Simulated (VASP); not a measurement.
# HPt6 in VASP: further runs

The runs below take HPt6 through single point, with PBE.

All numbers are computed with VASP 6.6.1; they aren't measurements. Logs are shortened: lines on timing, memory, paths and dates and some standing lists are left out, and cuts for length are marked.

## Step 1: The cell of the first run

The cell holds a slab with vacuum, 14 atoms: a = 5.614 Å, b = 5.614 Å, c = 22.619 Å, α = 90.00°, β = 90.00°, γ = 120.00°.

## Step 2: Single point, PBE

INCAR reads:

```
PREC     = Accurate       # precision mode
ENCUT    = 520            # plane-wave cutoff, eV
EDIFF    = 1E-7           # SCF threshold, eV
ISMEAR   = 0              # smearing method
SIGMA    = 0.1            # smearing width, eV
LREAL    = F              # projectors in reciprocal space
LASPH    = T              # aspherical terms in the spheres
NELM     = 100            # most SCF steps
ALGO     = Normal         # electronic algorithm
ISIF     = 2              # what is computed and relaxed
LWAVE    = F              # write WAVECAR
LCHARG   = F              # write CHGCAR
LDIPOL   = T            
IDIPOL   = 3            
DIPOL    = 0.5 0.5 0.316
GGA      = PE             # functional
NBANDS   = 74             # bands
```

KPOINTS reads:

```
regular mesh
0
Gamma
  6 6 1
```

POSCAR reads:

```
HPt6
1.0
    5.6143281343      0.0000000000      0.0000000000
   -2.8071640672      4.8621507895      0.0000000000
    0.0000000000      0.0000000000     22.6192653717
Pt H
12 2
Direct
    0.3333333333      0.1666666667      0.1768404028
    0.3333333333      0.6666666667      0.1768404028
    0.8333333333      0.1666666667      0.1768404028
    0.8333333333      0.6666666667      0.1768404028
    0.1666666667      0.3333333333      0.2789526245
    0.1666666667      0.8333333333      0.2789526245
    0.6666666667      0.3333333333      0.2789526245
    0.6666666667      0.8333333333      0.2789526245
    0.0000000000      0.0000000000      0.3810585901
    0.0000000000      0.5000000000      0.3810585901
    0.5000000000      0.0000000000      0.3810585901
    0.5000000000      0.5000000000      0.3810585901
    0.1892758446      0.3785516892      0.5402149526
    0.3107241554      0.6214483108      0.5402149526
```

Potentials or basis: VASP PAW PBE potentials, release 64 (Pt, H).

Command:

```sh
> cat potpaw_PBE.64/Pt/POTCAR potpaw_PBE.64/H/POTCAR > POTCAR
> mpirun -np 1 vasp_std > vasp.out
```

OUTCAR:

```text
PREC = Accurate
   ENCUT = 520
   EDIFF = 1E-7
   ISMEAR = 0
   LREAL = F
   LASPH = T
   NELM = 100
   ISIF = 2
   GGA = PE

 ion  position               nearest neighbor table
   1  0.333  0.167  0.177-   4 2.81   4 2.81   3 2.81   3 2.81   2 2.81   2 2.81   5 2.82   7 2.82
                             6 2.82
   2  0.333  0.667  0.177-   3 2.81   3 2.81   4 2.81   4 2.81   1 2.81   1 2.81   6 2.82   8 2.82
                             5 2.82
   3  0.833  0.167  0.177-   2 2.81   2 2.81   1 2.81   1 2.81   4 2.81   4 2.81   7 2.82   5 2.82
                             8 2.82
   4  0.833  0.667  0.177-   1 2.81   1 2.81   2 2.81   2 2.81   3 2.81   3 2.81   8 2.82   6 2.82
                             7 2.82
   5  0.167  0.333  0.279-   8 2.81   8 2.81   7 2.81   7 2.81   6 2.81   6 2.81  12 2.82   9 2.82
                            10 2.82   1 2.82   3 2.82   2 2.82
   6  0.167  0.833  0.279-   7 2.81   7 2.81   8 2.81   8 2.81   5 2.81   5 2.81  11 2.82  10 2.82
                             9 2.82   2 2.82   4 2.82   1 2.82
   7  0.667  0.333  0.279-   6 2.81   6 2.81   5 2.81   5 2.81   8 2.81   8 2.81  10 2.82  11 2.82
                            12 2.82   3 2.82   1 2.82   4 2.82
   8  0.667  0.833  0.279-   5 2.81   5 2.81   6 2.81   6 2.81   7 2.81   7 2.81   9 2.82  12 2.82
                            11 2.82   4 2.82   2 2.82   3 2.82
   9  0.000  0.000  0.381-  12 2.81  12 2.81  11 2.81  11 2.81  10 2.81  10 2.81   8 2.82   5 2.82
                             6 2.82
  10  0.000  0.500  0.381-  11 2.81  11 2.81  12 2.81  12 2.81   9 2.81   9 2.81   7 2.82   6 2.82
                             5 2.82
  11  0.500  0.000  0.381-  10 2.81  10 2.81   9 2.81   9 2.81  12 2.81  12 2.81   6 2.82   7 2.82
                             8 2.82
  12  0.500  0.500  0.381-   9 2.81   9 2.81  10 2.81  10 2.81  11 2.81  11 2.81   5 2.82   8 2.82
                             7 2.82
  13  0.189  0.379  0.540-
  14  0.311  0.621  0.540-

  LATTYP: Found a hexagonal cell.
 ALAT       =     5.6143281343
 C/A-ratio  =     4.0288463429

  Lattice vectors:

 A1 = (   5.6143281343,   0.0000000000,   0.0000000000)
 A2 = (  -2.8071640672,   4.8621507895,   0.0000000000)
 A3 = (   0.0000000000,   0.0000000000,  22.6192653717)

Analysis of symmetry for initial positions (statically):
=====================================================================
 Subroutine PRICEL returns:
 Original cell was already a primitive cell.

 Routine SETGRP: Setting up the symmetry group for a
 hexagonal supercell.

 Subroutine GETGRP returns: Found  2 space group operations
 (whereof  2 operations were pure point group operations)
 out of a pool of 24 trial point group operations.

The static configuration has the point symmetry C_1h.

Analysis of symmetry for dynamics (positions and initial velocities):
=====================================================================
 Subroutine PRICEL returns:
 Original cell was already a primitive cell.

 Routine SETGRP: Setting up the symmetry group for a
 hexagonal supercell.

 Subroutine GETGRP returns: Found  2 space group operations
 (whereof  2 operations were pure point group operations)
 out of a pool of 24 trial point group operations.

The dynamic configuration has the point symmetry C_1h.

 Subroutine INISYM returns: Found  2 space group operations
 (whereof  2 operations are pure point group operations),
 and found     1 'primitive' translations

----------------------------------------------------------------------------------------

                                     Primitive cell

  volume of cell :     617.4541

  direct lattice vectors                    reciprocal lattice vectors
     5.614328134  0.000000000  0.000000000     0.178115703  0.102835149  0.000000000
    -2.807164067  4.862150790  0.000000000     0.000000000  0.205670298  0.000000000
     0.000000000  0.000000000 22.619265372     0.000000000  0.000000000  0.044210101

  length of vectors
     5.614328134  5.614328134 22.619265372     0.205670298  0.205670298  0.044210101

  position of ions in fractional coordinates (direct lattice)
     0.333333333  0.166666667  0.176840403
     0.333333333  0.666666667  0.176840403
     0.833333333  0.166666667  0.176840403
     0.833333333  0.666666667  0.176840403
     0.166666667  0.333333333  0.278952625
     0.166666667  0.833333333  0.278952625
     0.666666667  0.333333333  0.278952625
     0.666666667  0.833333333  0.278952625
     0.000000000  0.000000000  0.381058590
     0.000000000  0.500000000  0.381058590
     0.500000000  0.000000000  0.381058590
     0.500000000  0.500000000  0.381058590
     0.189275845  0.378551689  0.540214953
     0.310724155  0.621448311  0.540214953

  ion indices of the primitive-cell ions
   primitive index   ion index
                 1           1
                 2           2
                 3           3
                 4           4
                 5           5
                 6           6
                 7           7
                 8           8
                 9           9
                10          10
                11          11
                12          12
                13          13
                14          14

----------------------------------------------------------------------------------------

 KPOINTS: regular mesh

Automatic generation of k-mesh.
 Grid dimensions read from file:
 generate k-points for:    6    6    1

 Generating k-lattice:

  Cartesian coordinates                     Fractional coordinates (reciprocal lattice)
     0.029685950  0.017139191  0.000000000     0.166666667  0.000000000  0.000000000
     0.000000000  0.034278383  0.000000000     0.000000000  0.166666667  0.000000000
     0.000000000  0.000000000  0.044210101     0.000000000  0.000000000  1.000000000

  Length of vectors
     0.034278383  0.034278383  0.044210101

  Shift w.r.t. Gamma in fractional coordinates (k-lattice)
     0.000000000  0.000000000  0.000000000

 Subroutine IBZKPT returns following result:
 ===========================================

 Found     13 irreducible k-points:

 Following reciprocal coordinates:
            Coordinates               Weight
  0.000000  0.000000  0.000000      1.000000
  0.166667  0.000000  0.000000      4.000000
  0.000000  0.166667  0.000000      2.000000
  0.333333  0.000000  0.000000      4.000000
  0.000000  0.333333  0.000000      2.000000
  0.500000  0.000000  0.000000      2.000000
  0.000000  0.500000  0.000000      1.000000
  0.166667  0.166667  0.000000      4.000000
 -0.333333  0.166667  0.000000      2.000000
  0.333333  0.166667  0.000000      4.000000
 -0.166667  0.500000  0.000000      4.000000
  0.500000  0.333333  0.000000      4.000000
  0.333333  0.333333  0.000000      2.000000
   k-points           NKPTS =     13   k-points in BZ     NKDIM =     13   number of bands    NBANDS=     74
   number of dos      NEDOS =    301   number of ions     NIONS =     14
   total plane-waves  NPLWV = 296352
   dimension x,y,z NGX =    42 NGY =   42 NGZ =  168
   dimension x,y,z NGXF=    84 NGYF=   84 NGZF=  336
   ions per type =              12   2
   NGX,Y,Z   is equivalent  to a cutoff of  12.44, 12.44, 12.35 a.u.
   NGXF,Y,Z  is equivalent  to a cutoff of  24.87, 24.87, 24.70 a.u.
 SYSTEM =  unknown system
   PREC   = accura    normal or accurate (medium, high low for compatibility)
   ISTART =      0    job   : 0-new  1-cont  2-samecut
   ICHARG =      2    charge: 1-file 2-atom 10-const
   ISPIN  =      1    spin polarized calculation?
   LNONCOLLINEAR =      F non collinear calculations
   LSORBIT =      F    spin-orbit coupling
   LASPH  =      T    aspherical Exc in radial PAW
   ENCUT  =  520.0 eV  38.22 Ry    6.18 a.u.  10.44 10.44 42.06*2*pi/ulx,y,z
   NELM   =    100;   NELMIN=  2; NELMDL= -5     # of ELM steps
   EDIFF  = 0.1E-06   stopping-criterion for ELM
   LREAL  =      F    real-space projection
   EDIFFG = 0.1E-05   stopping-criterion for IOM
   NSW    =      0    number of steps for IOM
   IBRION =     -1    ionic relax: 0-MD 1-quasi-New 2-CG
   NFREE  =      0    steps in history (QN), initial steepest desc. (CG)
   ISIF   =      2    stress and relaxation
   ISYM   =      2    0-nonsym 1-usesym 2-fastsym
   POTIM  = 0.5000    time-step for ionic-motion
   TEBEG  =    0.0;   TEEND  =   0.0 temperature during run
   PSTRESS=    0.0 pullay stress
   NELECT =     122.0000    total number of electrons
   NUPDOWN=      -1.0000    fix difference up-down
   EMIN   =  10.00;   EMAX   =-10.00  energy-range for DOS
   EFERMI =   0.00;   METHOD = LEGACY
   ISMEAR =     0;   SIGMA  =   0.10  broadening in eV -4-tet -1-fermi 0-gaus
   EFERMI_NEDOS =   21; number of points for ismear=-14 and -15
   IALGO  =     38    algorithm
   IMIX   =      4    mixing-type and parameters
     AMIX     =   0.40;   BMIX     =  1.00
     AMIX_MAG =   1.60;   BMIX_MAG =  1.00
  volume/ion in A,a.u.               =      44.10       297.63
  Fermi-wavevector in a.u.,A,eV,Ry     =   0.953513  1.801878 12.370236  0.909187
  Thomas-Fermi vector in A             =   2.082175
   LORBIT       =      0    0 simple, 1 ext, 2 COOP (PROOUT), +10 PAW based schemes
   GGA     = PE    functional components
   LHFCALC =     F    Hartree Fock is set to
   AEXX    =    0.0000 exact exchange contribution
   IVDW    =     0    specifies the selected vdW correction
   LEPSILON=     F    determine dielectric tensor
   LRPA    =     F    only Hartree local field effects (RPA)
 non-spin polarized calculation
 Gauss-broadening in eV      SIGMA  =   0.10
  energy-cutoff  :      520.00
  volume of cell :      617.45
 maximum number of plane-waves:     16729
 NGX is ok and might be reduce to    42
   NGX = 21   NGY = 21   NGZ = 85

 dipolmoment           0.000000      0.000000      0.000095 electrons x Angstroem

 number of electron     121.9999985 magnetization

 dipolmoment           0.000000      0.000000     -0.010364 electrons x Angstroem

 Free energy of the ion-electron system (eV)
  ---------------------------------------------------
  ext. energy  EPLUGINS =         0.00000000
  ---------------------------------------------------
  free energy    TOTEN  =       -73.30088332 eV

  energy without entropy =      -73.13648591  energy(sigma->0) =      -73.21868462

 E-fermi :  -0.7880     XC(G=0):  -5.1625

 val. band max:       -0.7898756277   @ k =   0.0000   0.1667   0.0000
 cond. band min:      -0.7861694124   @ k =   0.0000   0.0000   0.0000
 fundamental gap:      0.0037062154
 Fermi energy:        -0.7879715761

 k-point     1 :       0.0000    0.0000    0.0000
  band No.  band energies     occupation
      1      -9.5817      2.00000
      2      -7.8605      2.00000
      3      -7.3762      2.00000
      4      -6.9742      2.00000
      5      -6.9742      2.00000
      6      -6.9741      2.00000
[... 65 lines left out ...]
     72       2.0998      0.00000
     73       2.1023      0.00000
[... 910 lines left out ...]
     72       4.1580      0.00000
     73       4.3319      0.00000
 [bands above 73 left out]

------------------------ aborting loop because EDIFF is reached ----------------------------------------

 vacuum level on the upper side and lower side of the slab       (xc-potential included)        -0.140        -0.072

  FORCE on cell =-STRESS in cart. coord.  units (eV):
  Direction    XX          YY          ZZ          XY          YZ          ZX
  --------------------------------------------------------------------------------------
  -------------------------------------------------------------------------------------
  Total      -19.1493532    -24.6359208     -0.4869519      0.0000000      0.0006697     -0.0000000
  in kB      -49.6889684    -63.9255792     -1.2635485      0.0000000      0.0017377     -0.0000000
  external PRESSURE =     -38.2926987 kB  Pullay stress =       0.0000000 kB

 VOLUME and BASIS-vectors are now :
 -----------------------------------------------------------------------------
  energy-cutoff  :      520.00
  volume of cell :      617.45
      direct lattice vectors                 reciprocal lattice vectors
     5.614328134  0.000000000  0.000000000     0.178115703  0.102835149  0.000000000
    -2.807164067  4.862150790  0.000000000     0.000000000  0.205670298  0.000000000
     0.000000000  0.000000000 22.619265372     0.000000000  0.000000000  0.044210101

 POSITION                                       TOTAL-FORCE (eV/Angst)
 -----------------------------------------------------------------------------------
      1.40358      0.81036      4.00000        -0.001512     -0.000075      0.016995
     -0.00000      3.24143      4.00000         0.000000     -0.000899      0.015374
      4.21075      0.81036      4.00000         0.001512     -0.000075      0.016995
      2.80716      3.24143      4.00000        -0.000000      0.001584      0.014313
      0.00000      1.62072      6.30970        -0.000000      0.000084     -0.004300
     -1.40358      4.05179      6.30970         0.001172     -0.001404      0.000194
      2.80716      1.62072      6.30970        -0.000000      0.001448     -0.007320
      1.40358      4.05179      6.30970        -0.001172     -0.001404      0.000194
      0.00000      0.00000      8.61927        -0.000000      0.000731     -0.012677
     -1.40358      2.43108      8.61927         0.001448      0.001599     -0.008033
      2.80716      0.00000      8.61927         0.000000     -0.003305     -0.013133
      1.40358      2.43108      8.61927        -0.001448      0.001599     -0.008033
     -0.00000      1.84058     12.21927        -0.000000      4.639478     -0.005286
     -0.00000      3.02158     12.21927         0.000000     -4.639361     -0.005286
 -----------------------------------------------------------------------------------
    total drift:                               -0.000000     -0.000095      0.000369

  FREE ENERGIE OF THE ION-ELECTRON SYSTEM (eV)
  ---------------------------------------------------
  free  energy   TOTEN  =       -73.3008833246 eV

  energy  without entropy=      -73.1364859096  energy(sigma->0) =      -73.21868462

 vacuum level on the upper side and lower side of the slab         4.870         4.936
```

Run time: 18 min. Hardware: 1 thread of Intel Xeon 6975P-C (Granite Rapids), shared host; peak memory 0.86 GiB.

Results:

| Quantity | Value |
| --- | --- |
| Free energy | -73.3009 eV |
| Largest force | 4.639 eV/Å |
| Band gap on the k mesh | zero (bands 61 and 62 overlap by 0.75 eV) |

Forces on the atoms (eV/Å):
```
Pt  -0.002  0.000  0.017
Pt   0.000 -0.001  0.015
Pt   0.002  0.000  0.017
Pt   0.000  0.002  0.014
Pt   0.000  0.000 -0.004
Pt   0.001 -0.001  0.000
Pt   0.000  0.001 -0.007
Pt  -0.001 -0.001  0.000
Pt   0.000  0.001 -0.013
Pt   0.001  0.002 -0.008
Pt   0.000 -0.003 -0.013
Pt  -0.001  0.002 -0.008
H    0.000  4.639 -0.005
H    0.000 -4.639 -0.005
```

Caveat: spin-orbit coupling is left out, which moves the levels of the heavy elements.

## Step 3: Single point, PBE

INCAR reads:

```
  PREC = Accurate
  ENCUT = 520
  EDIFF = 1E-6
  ISMEAR = 0
  SIGMA = 0.1
  LREAL = F
  LASPH = T
  NELM = 100
  ALGO = Normal
  ISIF = 2
  LWAVE = F
  LCHARG = T
  LDIPOL = T
  IDIPOL = 3
  DIPOL = 0.5 0.5 0.304
  GGA = PE
  LELF = T
  LVHAR = T
  LVACPOTAV = T
  NBANDS = 74
```

KPOINTS is that of step 2.

POSCAR: that of step 2 with these lines changed.

```diff
@@ -20,3 +20,3 @@
     0.5000000000      0.5000000000      0.3810585901
-    0.1892758446      0.3785516892      0.5402149526
-    0.3107241554      0.6214483108      0.5402149526
+    0.2027472491      0.4054944982      0.4575420643
+    0.2972527509      0.5945055018      0.4575420643
```

Potentials or basis: VASP PAW PBE potentials, release 64 (Pt, H).

Command:

```sh
> cat potpaw_PBE.64/Pt/POTCAR potpaw_PBE.64/H/POTCAR > POTCAR
> mpirun -np 1 vasp_std > vasp.out
```

Run time: 33 min. Hardware: 1 thread of Intel Xeon Platinum 8259CL at 2.50GHz (Skylake/Cascade Lake), shared host; peak memory 0.86 GiB.

It converged, with:

```yaml
Free_energy: -74.3451 eV
Largest_force: 1.391 eV/Å
Band_gap_on_the_k_mesh: zero (bands 61 and 62 overlap by 0.76 eV)
```

Forces on the atoms (eV/Å):
```
Pt   0.030 -0.004 -0.005
Pt   0.000  0.020  0.062
Pt  -0.030 -0.004 -0.005
Pt   0.000  0.014  0.106
Pt   0.000 -0.091 -0.279
Pt   0.003  0.052 -0.045
Pt   0.000  0.070  0.159
Pt  -0.003  0.052 -0.045
Pt   0.000 -0.196 -0.096
Pt  -0.132 -0.011  0.365
Pt   0.000  0.131 -0.095
Pt   0.132 -0.011  0.365
H    0.000  1.346 -0.237
H    0.000 -1.368 -0.250
```

Levels at points of the mesh, in eV from the Fermi level:
```tsv
k point	band 57	band 58	band 59	band 60	band 61	band 62	band 63	band 64	band 65	band 66
(0.00, 0.00, 0.00)	0.21	0.22	0.46	0.49	0.52	0.57	0.57	0.57	0.97	1.07
(0.50, 0.00, 0.00)	-0.73	-0.69	-0.26	-0.17	-0.01	0.01	0.07	0.25	0.27	1.45
(0.00, 0.50, 0.00)	-0.71	-0.65	-0.25	-0.18	-0.03	-0.02	0.04	0.24	0.26	1.52
```

Caveat: spin-orbit coupling is left out, which moves the levels of the heavy elements.

(Part 1 of 2 ends here.)
